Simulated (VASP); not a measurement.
Here is a VASP 6.6.1 calculation.

File INCAR:

```
SYSTEM = LiH
ALGO = Normal
EDIFF = 1E-6
ENCUT = 750
GGA_COMPAT = .FALSE.
ISIF = 2
ISMEAR = 0
LASPH = .TRUE.
LCHARG = .FALSE.
LREAL = .FALSE.
LWAVE = .FALSE.
NBANDS = 9
NELM = 120
PREC = Accurate
SIGMA = 0.02
```

File KPOINTS:

```
k-points
0
G
  10 10 10
  0 0 0
```

Contents of POSCAR:

```
LiH
1.0
    0.0000000000      1.9556735388      1.9556735388
    1.9556735388      0.0000000000      1.9556735388
    1.9556735388      1.9556735388      0.0000000000
Li H
1 1
Direct
    0.0000000000      0.0000000000      0.0000000000
    0.5000000000      0.5000000000      0.5000000000
```

Potentials or basis: VASP PAW LDA potentials, release 64 (Li_sv, H).

Run with:

```sh
$ cat potpaw_LDA.64/Li_sv/POTCAR potpaw_LDA.64/H/POTCAR > POTCAR
$ mpirun -np 1 vasp_std > vasp.out
```

Question: What does it give for the band gap on the k mesh?

Answer: 2.54 eV, direct.

Question: Predict the pressure.

Answer: -0.2 GPa.

A k mesh can miss the band edges. A hybrid or GW would open this gap; LDA tends to underestimate it.
